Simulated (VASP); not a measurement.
Input of a VASP 6.6.1 run:

The input INCAR:

```
PREC = Accurate
ENCUT = 520
EDIFF = 1E-6
ISMEAR = 0
SIGMA = 0.15
LREAL = False
LASPH = True
NELM = 60
ALGO = Fast
ISIF = 2
LWAVE = False
LCHARG = False
GGA = PS
NBANDS = 19
```

The input KPOINTS:

```
Automatic mesh
0
Gamma
  18 18 10
```

File POSCAR:

```
Ti
1.0
   -1.6410000000      1.6410000000      1.6410000000
    1.6410000000     -1.6410000000      1.6410000000
    3.2820000000      3.2820000000      0.0000000000
Ti
2
Direct
    0.0280084953     -0.0280084953      0.0000000000
    0.4719915047      0.5280084953      0.5000000000
```

Potentials or basis: VASP PAW PBE potentials, release 64 (Ti_sv).

Launch:

```bash
$ cat potpaw_PBE.64/Ti_sv/POTCAR > POTCAR
$ mpirun -np 1 vasp_std > vasp.out
```

Task: Estimate the band gap on the k mesh.

Result: Zero (bands 12 and 13 overlap by 1.36 eV).

Task: Predict the largest force.

Result: 0.288 eV/Å.

Task: Estimate the pressure.

Result: -6.8 GPa.

Forces on the atoms (eV/Å):
```
Ti  -0.204  0.204  0.000
Ti   0.204 -0.204  0.000
```

Caveat: the cell differs from its parent crystal (atoms displaced along a vibrational mode); the cell stands under tension; the PAW data sets were made with another functional, which shifts forces and pressure a little.
